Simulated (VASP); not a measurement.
# AlN (P6_3/mmc) in VASP: further runs

AlN is run at these levels: PBE; tasks: single point.

Everything below comes from runs of VASP 6.6.1. Logs are shortened: lines on timing, memory, paths and dates and some standing lists are left out, and cuts for length are marked.

## (1) The cell of the first run

It takes space group P6_3/mmc (No. 194, hexagonal). The conventional cell has a = 3.355 Å, b = 3.355 Å, c = 3.685 Å, α = 90.00°, β = 90.00°, γ = 120.00°. Within 2.4 Å of Al (site symmetry -6m2) lie 5 N at 1.84 to 1.94 Å. Within 2.4 Å of N (site symmetry -6m2) lie 5 Al at 1.84 to 1.94 Å.

## (2) Single point, PBE

Input file INCAR:

```
SYSTEM = AlN
PREC = Accurate ; ENCUT = 520
EDIFF = 1E-6 ; ISMEAR = 0
SIGMA = 0.05 ; LREAL = .False.
LASPH = .True. ; NELM = 60
ALGO = Normal ; ISIF = 2
LWAVE = .False. ; LCHARG = .False.
GGA = PE ; NBANDS = 16
```

Input file KPOINTS:

```
Automatic mesh
0
Gamma
  9 9 6
  0 0 0
```

Input file POSCAR:

```
AlN
1.0
    3.3549000000      0.0000000000      0.0000000000
   -1.6774500000      2.9054286271      0.0000000000
    0.0000000000      0.0000000000      3.6851000000
Al N
2 2
Direct
    0.3333333333      0.6666666667      0.7500000000
    0.6666666667      0.3333333333      0.2500000000
    0.3333333333      0.6666666667      0.2500000000
    0.6666666667      0.3333333333      0.7500000000
```

Potentials or basis: VASP PAW PBE potentials, release 64 (Al, N).

Started as:

```console
> cat potpaw_PBE.64/Al/POTCAR potpaw_PBE.64/N/POTCAR > POTCAR
> mpirun -np 1 vasp_std > vasp.out
```

OUTCAR:

```text
SYSTEM = AlN
   PREC = Accurate
   ENCUT = 520
   EDIFF = 1E-6
   ISMEAR = 0
   LREAL = .False.
   LASPH = .True.
   NELM = 60
   ISIF = 2
   GGA = PE

 ion  position               nearest neighbor table
   1  0.333  0.667  0.750-   3 1.84   3 1.84   4 1.94   4 1.94   4 1.94   2 2.67   2 2.67   2 2.67
                             2 2.67   2 2.67   2 2.67
   2  0.667  0.333  0.250-   4 1.84   4 1.84   3 1.94   3 1.94   3 1.94   1 2.67   1 2.67   1 2.67
                             1 2.67   1 2.67   1 2.67
   3  0.333  0.667  0.250-   1 1.84   1 1.84   2 1.94   2 1.94   2 1.94
   4  0.667  0.333  0.750-   2 1.84   2 1.84   1 1.94   1 1.94   1 1.94

  LATTYP: Found a hexagonal cell.
 ALAT       =     3.3549000000
 C/A-ratio  =     1.0984232019

  Lattice vectors:

 A1 = (   3.3549000000,   0.0000000000,   0.0000000000)
 A2 = (  -1.6774500000,   2.9054286271,   0.0000000000)
 A3 = (   0.0000000000,   0.0000000000,   3.6851000000)

Analysis of symmetry for initial positions (statically):
=====================================================================
 Subroutine PRICEL returns:
 Original cell was already a primitive cell.

 Routine SETGRP: Setting up the symmetry group for a
 hexagonal supercell.

 Subroutine GETGRP returns: Found 24 space group operations
 (whereof 12 operations were pure point group operations)
 out of a pool of 24 trial point group operations.

The static configuration has the point symmetry D_3d.
 The point group associated with its full space group is D_6h.

Analysis of symmetry for dynamics (positions and initial velocities):
=====================================================================
 Subroutine PRICEL returns:
 Original cell was already a primitive cell.

 Routine SETGRP: Setting up the symmetry group for a
 hexagonal supercell.

 Subroutine GETGRP returns: Found 24 space group operations
 (whereof 12 operations were pure point group operations)
 out of a pool of 24 trial point group operations.

The dynamic configuration has the point symmetry D_3d.
 The point group associated with its full space group is D_6h.

 Subroutine INISYM returns: Found 24 space group operations
 (whereof 12 operations are pure point group operations),
 and found     1 'primitive' translations

----------------------------------------------------------------------------------------

                                     Primitive cell

  volume of cell :      35.9202

  direct lattice vectors                    reciprocal lattice vectors
     3.354900000  0.000000000  0.000000000     0.298071478  0.172091648  0.000000000
    -1.677450000  2.905428627  0.000000000     0.000000000  0.344183296  0.000000000
     0.000000000  0.000000000  3.685100000     0.000000000  0.000000000  0.271363057

  length of vectors
     3.354900000  3.354900000  3.685100000     0.344183296  0.344183296  0.271363057

  position of ions in fractional coordinates (direct lattice)
     0.333333333  0.666666667  0.750000000
     0.666666667  0.333333333  0.250000000
     0.333333333  0.666666667  0.250000000
     0.666666667  0.333333333  0.750000000

  ion indices of the primitive-cell ions
   primitive index   ion index
                 1           1
                 2           2
                 3           3
                 4           4

----------------------------------------------------------------------------------------

 KPOINTS: Automatic mesh

Automatic generation of k-mesh.
 Grid dimensions read from file:
 generate k-points for:    9    9    6

 Generating k-lattice:

  Cartesian coordinates                     Fractional coordinates (reciprocal lattice)
     0.033119053  0.019121294  0.000000000     0.111111111  0.000000000  0.000000000
     0.000000000  0.038242588  0.000000000     0.000000000  0.111111111  0.000000000
     0.000000000  0.000000000  0.045227176     0.000000000  0.000000000  0.166666667

  Length of vectors
     0.038242588  0.038242588  0.045227176

  Shift w.r.t. Gamma in fractional coordinates (k-lattice)
     0.000000000  0.000000000  0.000000000

 Subroutine IBZKPT returns following result:
 ===========================================

 Found     48 irreducible k-points:

 Following reciprocal coordinates:
            Coordinates               Weight
  0.000000  0.000000  0.000000      1.000000
  0.111111  0.000000  0.000000      6.000000
  0.222222 -0.000000  0.000000      6.000000
  0.333333 -0.000000  0.000000      6.000000
  0.444444 -0.000000  0.000000      6.000000
  0.111111  0.111111  0.000000      6.000000
[... 16 lines left out ...]
  0.333333  0.222222  0.166667     24.000000
  0.333333  0.333333  0.166667      4.000000
 [... further k-points ...]
   k-points           NKPTS =     48   k-points in BZ     NKDIM =     48   number of bands    NBANDS=     16
   number of dos      NEDOS =    301   number of ions     NIONS =      4
   total plane-waves  NPLWV =  21952
   dimension x,y,z NGX =    28 NGY =   28 NGZ =   28
   dimension x,y,z NGXF=    56 NGYF=   56 NGZF=   56
   ions per type =               2   2
   NGX,Y,Z   is equivalent  to a cutoff of  13.87, 13.87, 12.63 a.u.
   NGXF,Y,Z  is equivalent  to a cutoff of  27.75, 27.75, 25.26 a.u.
 SYSTEM =  AlN
   PREC   = accura    normal or accurate (medium, high low for compatibility)
   ISTART =      0    job   : 0-new  1-cont  2-samecut
   ICHARG =      2    charge: 1-file 2-atom 10-const
   ISPIN  =      1    spin polarized calculation?
   LNONCOLLINEAR =      F non collinear calculations
   LSORBIT =      F    spin-orbit coupling
   LASPH  =      T    aspherical Exc in radial PAW
   ENCUT  =  520.0 eV  38.22 Ry    6.18 a.u.   6.24  6.24  6.85*2*pi/ulx,y,z
   NELM   =     60;   NELMIN=  2; NELMDL= -5     # of ELM steps
   EDIFF  = 0.1E-05   stopping-criterion for ELM
   LREAL  =      F    real-space projection
   EDIFFG = 0.1E-04   stopping-criterion for IOM
   NSW    =      0    number of steps for IOM
   IBRION =     -1    ionic relax: 0-MD 1-quasi-New 2-CG
   NFREE  =      0    steps in history (QN), initial steepest desc. (CG)
   ISIF   =      2    stress and relaxation
   ISYM   =      2    0-nonsym 1-usesym 2-fastsym
   POTIM  = 0.5000    time-step for ionic-motion
   TEBEG  =    0.0;   TEEND  =   0.0 temperature during run
   PSTRESS=    0.0 pullay stress
   NELECT =      16.0000    total number of electrons
   NUPDOWN=      -1.0000    fix difference up-down
   EMIN   =  10.00;   EMAX   =-10.00  energy-range for DOS
   EFERMI =   0.00;   METHOD = LEGACY
   ISMEAR =     0;   SIGMA  =   0.05  broadening in eV -4-tet -1-fermi 0-gaus
   EFERMI_NEDOS =   21; number of points for ismear=-14 and -15
   IALGO  =     38    algorithm
   IMIX   =      4    mixing-type and parameters
     AMIX     =   0.40;   BMIX     =  1.00
     AMIX_MAG =   1.60;   BMIX_MAG =  1.00
  volume/ion in A,a.u.               =       8.98        60.60
  Fermi-wavevector in a.u.,A,eV,Ry     =   1.250264  2.362657 21.268091  1.563161
  Thomas-Fermi vector in A             =   2.384266
   LORBIT       =      0    0 simple, 1 ext, 2 COOP (PROOUT), +10 PAW based schemes
   GGA     = PE    functional components
   LHFCALC =     F    Hartree Fock is set to
   AEXX    =    0.0000 exact exchange contribution
   IVDW    =     0    specifies the selected vdW correction
   LEPSILON=     F    determine dielectric tensor
   LRPA    =     F    only Hartree local field effects (RPA)
 non-spin polarized calculation
 Gauss-broadening in eV      SIGMA  =   0.05
  energy-cutoff  :      520.00
  volume of cell :       35.92
 maximum number of plane-waves:       980
 NGX is ok and might be reduce to    28
   NGX = 13   NGY = 13   NGZ = 13

 number of electron      15.9999997 magnetization

 Free energy of the ion-electron system (eV)
  ---------------------------------------------------
  ext. energy  EPLUGINS =         0.00000000
  ---------------------------------------------------
  free energy    TOTEN  =       -28.58595595 eV

  energy without entropy =      -28.58595595  energy(sigma->0) =      -28.58595595

 E-fermi :   8.6377     XC(G=0): -11.5733

 val. band max:        8.3998282557   @ k =   0.0000   0.0000   0.0000
 cond. band min:      12.6547117997   @ k =   0.0000   0.0000   0.0000
 fundamental gap:      4.2548835440
 Fermi energy:         8.6377121332

 k-point     1 :       0.0000    0.0000    0.0000
  band No.  band energies     occupation
      1      -8.6292      2.00000
      2      -3.8315      2.00000
      3       1.9958      2.00000
      4       4.9611      2.00000
      5       4.9611      2.00000
      6       7.4726      2.00000
[... 8 lines left out ...]
     15      21.4930      0.00000
     16      21.4930      0.00000

 k-point     2 :       0.1111    0.0000    0.0000
  band No.  band energies     occupation
      1      -8.4894      2.00000
      2      -3.9049      2.00000
      3       2.1313      2.00000
      4       4.6103      2.00000
      5       4.7458      2.00000
      6       7.0621      2.00000
[... 8 lines left out ...]
     15      21.2129      0.00000
     16      21.8159      0.00000

 k-point     3 :       0.2222   -0.0000    0.0000
  band No.  band energies     occupation
      1      -8.0864      2.00000
      2      -4.1557      2.00000
      3       2.5253      2.00000
      4       3.8099      2.00000
      5       4.3101      2.00000
      6       6.3871      2.00000
[... 8 lines left out ...]
     15      20.6581      0.00000
     16      22.6721      0.00000

 k-point     4 :       0.3333   -0.0000    0.0000
  band No.  band energies     occupation
      1      -7.4802      2.00000
      2      -4.6228      2.00000
      3       3.0514      2.00000
      4       3.1272      2.00000
      5       3.9204      2.00000
      6       5.9005      2.00000
[... 8 lines left out ...]
     15      20.4291      0.00000
     16      23.7221      0.00000
[... 324 lines left out ...]
 k-point    22 :       0.2222    0.2222    0.1667
  band No.  band energies     occupation
      1      -6.9548      2.00000
      2      -4.9362      2.00000
      3       2.3399      2.00000
      4       2.5566      2.00000
      5       4.5367      2.00000
      6       5.4316      2.00000
[... 8 lines left out ...]
     15      21.6548      0.00000
     16      23.5967      0.00000

 k-point    23 :       0.3333    0.2222    0.1667
  band No.  band energies     occupation
      1      -6.3666      2.00000
      2      -5.3753      2.00000
      3       1.9651      2.00000
      4       2.8084      2.00000
      5       3.7875      2.00000
      6       5.8901      2.00000
[... 8 lines left out ...]
     15      21.9617      0.00000
     16      23.3391      0.00000

 k-point    24 :       0.3333    0.3333    0.1667
  band No.  band energies     occupation
      1      -5.8387      2.00000
      2      -5.8387      2.00000
      3       1.8114      2.00000
      4       3.2052      2.00000
      5       3.2052      2.00000
      6       6.5691      2.00000
[... 8 lines left out ...]
     15      21.4515      0.00000
     16      23.8690      0.00000

 [... further k-points ...]
[... 5 lines left out ...]
  --------------------------------------------------------------------------------------
  -------------------------------------------------------------------------------------
  Total        3.0798870      3.0798870     14.6031306      0.0000000      0.0000000      0.0000000
  in kB      137.3745539    137.3745539    651.3545967      0.0000000      0.0000000      0.0000000
  external PRESSURE =     308.7012348 kB  Pullay stress =       0.0000000 kB

 VOLUME and BASIS-vectors are now :
 -----------------------------------------------------------------------------
  energy-cutoff  :      520.00
  volume of cell :       35.92
      direct lattice vectors                 reciprocal lattice vectors
     3.354900000  0.000000000  0.000000000     0.298071478  0.172091648  0.000000000
    -1.677450000  2.905428627  0.000000000     0.000000000  0.344183296  0.000000000
     0.000000000  0.000000000  3.685100000     0.000000000  0.000000000  0.271363057

 POSITION                                       TOTAL-FORCE (eV/Angst)
 -----------------------------------------------------------------------------------
     -0.00000      1.93695      2.76382        -0.000000      0.000000      0.000000
      1.67745      0.96848      0.92127         0.000000     -0.000000      0.000000
     -0.00000      1.93695      0.92127        -0.000000      0.000000      0.000000
      1.67745      0.96848      2.76382         0.000000     -0.000000      0.000000
 -----------------------------------------------------------------------------------
    total drift:                                0.000000     -0.000000      0.000000

  FREE ENERGIE OF THE ION-ELECTRON SYSTEM (eV)
  ---------------------------------------------------
  free  energy   TOTEN  =       -28.5859559477 eV

  energy  without entropy=      -28.5859559477  energy(sigma->0) =      -28.58595595
```

Wall time 12 s (1 thread of Intel Xeon 6975P-C (Granite Rapids), shared host); peak memory 0.16 GiB.

Results:

| Property | Result |
| --- | --- |
| Free energy | -28.5860 eV |
| Pressure | 30.9 GPa |
| Band gap on the k mesh | 4.25 eV, direct |

Levels at points of the mesh, in eV from the valence-band top:
| k point | band 6 | band 7 | band 8 | band 9 | band 10 | band 11 |
| --- | --- | --- | --- | --- | --- | --- |
| (0.00, 0.00, 0.00) | -0.93 | -0.93 | 0.00 | 4.25 | 5.71 | 8.87 |
| (0.00, 0.00, 0.50) | -2.23 | -2.23 | -2.23 | 6.73 | 6.73 | 8.65 |

A k mesh can miss the band edges.

## (3) Single point, PBE

This run uses another cell than the first one, of 9.12 Å³/atom, 1.016 times its volume.

Input file INCAR:

```
SYSTEM = AlN
  ALGO = Normal
  EDIFF = 1E-6
  ENCUT = 520
  GGA = PE
  ISIF = 2
  ISMEAR = 0
  LASPH = .TRUE.
  LCHARG = .FALSE.
  LREAL = .FALSE.
  LWAVE = .FALSE.
  NBANDS = 16
  NELM = 100
  PREC = Accurate
  SIGMA = 0.05
```

Input file KPOINTS:

```
k-points
0
G
  9 9 6
  0 0 0
```

Input file POSCAR:

```
AlN
1.0
    3.2721000000      0.0000000000      0.0000000000
   -1.6360500000      2.8337217237      0.0000000000
    0.0000000000      0.0000000000      3.9363000000
Al N
2 2
Direct
    0.3333333333      0.6666666667      0.7500000000
    0.6666666667      0.3333333333      0.2500000000
    0.3333333333      0.6666666667      0.2500000000
    0.6666666667      0.3333333333      0.7500000000
```

Potentials or basis: VASP PAW PBE potentials, release 64 (Al, N).

Started as:

```console
> cat potpaw_PBE.64/Al/POTCAR potpaw_PBE.64/N/POTCAR > POTCAR
> mpirun -np 1 vasp_std > vasp.out
```

Run time: 8.2 s. Hardware: 1 thread of Intel Xeon 6975P-C (Granite Rapids), shared host; peak memory 0.15 GiB.

Results (log left out):

| Property | Result |
| --- | --- |
| Free energy | -29.0873 eV |
| Pressure | 20.6 GPa |
| Band gap on the k mesh | 4.01 eV, direct |

Stress tensor (GPa, compression positive):
```
16.70  0.00  0.00
 0.00 16.70  0.00
 0.00  0.00 28.44
```

Levels at points of the mesh, in eV from the valence-band top:
| k point | band 4 | band 5 | band 6 | band 7 | band 8 | band 9 | band 10 | band 11 | band 12 | band 13 |
| --- | --- | --- | --- | --- | --- | --- | --- | --- | --- | --- |
| (0.00, 0.00, 0.00) | -3.49 | -3.49 | -1.48 | -1.48 | 0.00 | 4.01 | 5.16 | 8.66 | 8.66 | 12.21 |
| (0.00, 0.00, 0.50) | -3.70 | -2.53 | -2.53 | -2.53 | -2.53 | 6.33 | 6.33 | 8.69 | 8.69 | 8.69 |

A k mesh can miss the band edges. PBE gaps usually lie below the measured ones, often by a third to a half.

## (4) Single point, PBE

This run uses another cell than the first one, of 8.94 Å³/atom, 0.996 times its volume.

Input file INCAR:

```
SYSTEM = AlN
ALGO = Normal
EDIFF = 1E-7
ENCUT = 520
GGA = PE
ISIF = 2
ISMEAR = 0
LASPH = .True.
LCHARG = .False.
LREAL = .False.
LWAVE = .False.
NBANDS = 16
NELM = 100
PREC = Accurate
SIGMA = 0.05
```

Input file KPOINTS:

```
k-points
0
Gamma
  9 9 6
  0 0 0
```

Input file POSCAR:

```
AlN
1.0
    3.1892000000      0.0000000000      0.0000000000
   -1.5946000000      2.7619282177      0.0000000000
    0.0000000000      0.0000000000      4.0620000000
Al N
2 2
Direct
    0.3333333333      0.6666666667      0.7500000000
    0.6666666667      0.3333333333      0.2500000000
    0.3333333333      0.6666666667      0.2500000000
    0.6666666667      0.3333333333      0.7500000000
```

Started as:

```console
> cat potpaw_PBE.64/Al/POTCAR potpaw_PBE.64/N/POTCAR > POTCAR
> mpirun -np 1 vasp_std > vasp.out
```

It took 9.2 s on 1 thread of Intel Xeon 6975P-C (Granite Rapids), shared host; peak memory 0.14 GiB.

Results (log left out):

| Quantity | Value |
| --- | --- |
| Free energy | -28.9988 eV |
| Pressure | 27.4 GPa |
| Band gap on the k mesh | 4.05 eV, direct |

Stress tensor (GPa, compression positive):
```
30.03  0.00  0.00
 0.00 30.03  0.00
 0.00  0.00 22.18
```

Levels at points of the mesh, in eV from the valence-band top:
```
           k point  band 6  band 7  band 8  band 9  band 10  band 11
(0.00, 0.00, 0.00)   -1.87   -1.87    0.00    4.05     5.30     8.86
(0.00, 0.00, 0.50)   -2.77   -2.77   -2.77    6.32     6.32     8.98
```

A k mesh can miss the band edges. Expect the measured gap to be larger: semilocal functionals such as PBE lack the derivative discontinuity.

(Part 1 of 2 ends here.)
